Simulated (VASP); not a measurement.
Set up this calculation in VASP 6.6.1, as the native input.

| Property | Result |
| --- | --- |
| Task | single point |
| Functional | PBEsol |
| Potentials or basis | VASP PAW PBE potentials, release 64 (Si) |
| Cutoff | 520 eV |
| k mesh | 12 × 12 × 12 |
| Occupations | gaussian, width 0.05 eV |
| Spin | no spin polarisation |
| Dipole correction | no |
| Further INCAR settings | ALGO = Normal; EDIFF = 1e-06; NBANDS = 11 |

The structure of Si lies in POSCAR:

```
Si
1.0
    0.0000000000      2.7526728422      2.6425659285
    2.7526728422      0.0000000000      2.6425659285
    2.7526728422      2.7526728422      0.0000000000
Si
2
Direct
    0.5000000000      0.5000000000      0.5000000000
    0.7500000000      0.7500000000      0.7500000000
```

This cell differs from its parent crystal: ratio of the length along z to the lengths across it x 0.96, volume and fractional coordinates fixed.

These files were run (other wordings do the same):

INCAR

```
  PREC = Accurate
  ENCUT = 520
  EDIFF = 1E-6
  ISMEAR = 0
  SIGMA = 0.05
  LREAL = F
  LASPH = T
  NELM = 80
  ALGO = Normal
  ISIF = 2
  LWAVE = F
  LCHARG = F
  GGA = PS
  NBANDS = 11
```

KPOINTS

```
regular mesh
0
Gamma
  12 12 12
```

Potentials or basis: VASP PAW PBE potentials, release 64 (Si).

Command:

```sh
$ cat potpaw_PBE.64/Si/POTCAR > POTCAR
$ mpirun -np 1 vasp_std > vasp.out
```

It gave:

```yaml
Pressure: 0.2 GPa
Band_gap_on_the_k_mesh: 0.03 eV, indirect (least direct gap 2.24 eV)
```

Caveat: the PAW data sets were made with another functional, which shifts forces and pressure a little.

Wall time 31 s on 1 thread of Intel Xeon 6975P-C (shared host), peak memory 0.19 GiB.
